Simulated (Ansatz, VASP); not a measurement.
# PbS in VASP and in Ansatz

```xyz
2
Lattice="0.0000 3.0013 3.0013 3.0013 0.0000 3.0013 3.0013 3.0013 0.0000" Properties=species:S:1:pos:R:3 pbc="T T T"
Pb    0.0000    0.0000    0.0000
S     3.0013    3.0013    3.0013
```

Alike in both runs: functional PBE; k mesh 5 × 5 × 5; no spin polarisation.

Ansatz relaxed the structure, and its values are those at the end. VASP's run is a single point on that final structure, the one shown.

|  | VASP | Ansatz |
| --- | --- | --- |
| version | VASP 6.6.1 | Ansatz 0.2.0 |
| potentials or method | VASP PAW PBE potentials, release 64 (Pb_d, S), cutoff 500 eV | plane waves, PAW |
| occupations | gaussian, width 0.01 eV | fixed |
| valence electrons in the cell | 20 | 20 |

```tsv
	VASP	Ansatz	Ansatz less VASP
pressure (GPa)	-0.1	0.0	+0.08
```

Ansatz's warnings: stress scf threshold loose.

Spin-orbit coupling is off throughout.
